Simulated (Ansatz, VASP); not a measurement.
One calculation of In2PtSe2, two programs

```xyz
5
Lattice="-1.8528 3.9994 4.3457 1.8528 -3.9994 4.3457 1.8528 3.9994 -4.3457" Properties=species:S:1:pos:R:3 pbc="T T T"
In    0.0000    0.0000    1.7663
In    0.0000    0.0000    6.9250
Pt    0.0000    3.9994    0.0000
Se    0.0000    1.7125    4.3457
Se    1.8528    2.2869    0.0000
```

Alike in both runs: task relaxation of cell and atoms; functional PBE; k mesh 6 × 6 × 6; occupations gaussian, width 0.1 eV; no spin polarisation.

```csv
,VASP,Ansatz
version,VASP 6.6.1,Ansatz 0.2.0
potentials or method,"VASP PAW PBE potentials, release 64 (In_d, Pt, Se), cutoff 600 eV","scalar-relativistic, plane waves, PAW"
valence electrons in the cell,48,76
```

Ansatz gave:

| Property | Result |
| --- | --- |
| gap on the k mesh at the Fermi level, each at its own relaxed structure (eV) | none |
| relaxed volume (Å³/atom) | 25.95 |
| relaxed length of the cell vector where the two differ most in proportion (Å) | 6.203 |

Problem. What did VASP give for the same quantities?

Solution. gap on the k mesh at the Fermi level, each at its own relaxed structure (eV): none; relaxed volume (Å³/atom): 26.11; relaxed length of the cell vector where the two differ most in proportion (Å): 6.221.

A gap of «none» marks a metal or a gap that the smearing closes. VASP's potentials hold 48 valence electrons a cell and Ansatz's 76, so a difference there can come from the potentials and not from the codes.

Spin-orbit coupling is off throughout.
